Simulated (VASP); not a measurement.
A run of VASP 6.6.1 is set up as follows.

The input INCAR:

```
SYSTEM = Be
PREC = Accurate ; ENCUT = 600
EDIFF = 1E-6 ; ISMEAR = -1
SIGMA = 0.05 ; LREAL = .FALSE.
LASPH = .TRUE. ; NELM = 60
ALGO = Normal ; ISIF = 3
LWAVE = .FALSE. ; LCHARG = .FALSE.
IBRION = 2 ; NSW = 32
EDIFFG = -0.005 ; PSTRESS = 1600.0
```

File KPOINTS:

```
Automatic mesh
0
G
  24 24 22
  0 0 0
```

Contents of POSCAR:

```
Be
1.0
    1.7803143617      0.0000000000      0.0000000000
   -0.8901571809      1.5417974640      0.0000000000
    0.0000000000      0.0000000000      1.7444106335
Be
1
Direct
    0.0000000000      0.0000000000      0.0000000000
```

Potentials or basis: VASP PAW LDA potentials, release 64 (Be).

Command:

```bash
$ cat potpaw_LDA.64/Be/POTCAR > POTCAR
$ mpirun -np 1 vasp_std > vasp.out
```

(1) Estimate the relaxed cell.

(2) Predict the relaxed volume.

(3) Predict the space group after relaxing (to 0.05 Å).

Answers

(1) a = 1.782 Å, b = 1.782 Å, c = 1.747 Å, α = 90.00°, β = 90.00°, γ = 120.00°.

(2) 4.80 Å³/atom.

(3) P6/mmm (No. 191).

Caveat: the cell is relaxed towards a set pressure, so the enthalpy falls and the energy may rise.
